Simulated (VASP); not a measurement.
Set up this calculation in VASP 6.6.1, as the native input.

| Property | Result |
| --- | --- |
| Task | density of states |
| Functional | PBEsol |
| Potentials or basis | VASP PAW PBE potentials, release 64 (W_sv, C) |
| Cutoff | 520 eV |
| k mesh | 10 × 10 × 10 |
| Occupations | fermi-dirac, width 0.05 eV |
| Spin | no spin polarisation |
| Hubbard terms | W d U = 8.0 eV |
| Dipole correction | no |
| k mesh for the DOS | 15 × 15 × 15 |
| Occupations for the DOS | tetrahedron |
| Further INCAR settings | ALGO = Normal; EDIFF = 1e-06; NBANDS = 16 |

WC:

```xyz
2
Lattice="0.0000 2.1927 2.1927 2.1927 0.0000 2.1927 2.1927 2.1927 0.0000" Properties=species:S:1:pos:R:3 pbc="T T T"
W     0.0000    0.0000    0.0000
C     2.1927    2.1927    2.1927
```

These files were run (other wordings do the same):

POSCAR

```
WC
1.0
    0.0000000000      2.1926840000      2.1926840000
    2.1926840000      0.0000000000      2.1926840000
    2.1926840000      2.1926840000      0.0000000000
W C
1 1
Direct
    0.0000000000      0.0000000000      0.0000000000
    0.5000000000      0.5000000000      0.5000000000
```

INCAR.step1

```
SYSTEM = WC
PREC = Accurate ; ENCUT = 520
EDIFF = 1E-6 ; ISMEAR = -1
SIGMA = 0.05 ; LREAL = .False.
LASPH = .True. ; NELM = 150
ALGO = Normal ; ISIF = 2
LWAVE = .False. ; LCHARG = .True.
LMAXMIX = 4 ; LDAU = .True.
LDAUTYPE = 2 ; LDAUL = 2 -1
LDAUU = 8 0 ; LDAUJ = 0 0
LDAUPRINT = 1 ; GGA = PS
NBANDS = 16
```

KPOINTS.step1

```
regular mesh
0
Gamma
  10 10 10
  0 0 0
```

INCAR.step2

```
SYSTEM = WC
PREC = Accurate ; ENCUT = 520
EDIFF = 1E-6 ; ISMEAR = -5
SIGMA = 0.05 ; LREAL = .False.
LASPH = .True. ; NELM = 150
ALGO = Normal ; ISIF = 2
LWAVE = .False. ; LCHARG = .False.
LMAXMIX = 4 ; LDAU = .True.
LDAUTYPE = 2 ; LDAUL = 2 -1
LDAUU = 8 0 ; LDAUJ = 0 0
LDAUPRINT = 1 ; GGA = PS
LORBIT = 11 ; NBANDS = 16
NEDOS = 1001 ; ICHARG = 11
```

KPOINTS.step2

```
regular mesh
0
Gamma
  15 15 15
  0 0 0
```

Potentials or basis: VASP PAW PBE potentials, release 64 (W_sv, C).

Launch:

```bash
$ cat potpaw_PBE.64/W_sv/POTCAR potpaw_PBE.64/C/POTCAR > POTCAR
$ cp INCAR.step1 INCAR
$ cp KPOINTS.step1 KPOINTS
$ mpirun -np 1 vasp_std > vasp.out
$ cp INCAR.step2 INCAR
$ cp KPOINTS.step2 KPOINTS
$ mpirun -np 1 vasp_std > vasp.out
```

Results of the run:

- Valence electrons inside the program's atomic spheres: W 11.89; C 2.47

Caveat: spin-orbit coupling is left out, which moves the levels of the heavy elements; U without spin polarisation on a metal has little footing; the U is typed as a test and isn't derived for this compound.

Run time: 17 s on 1 thread of Intel(R) Xeon(R) Platinum 8559C (Emerald Rapids), with other jobs on the host, peak memory 0.16 GiB.
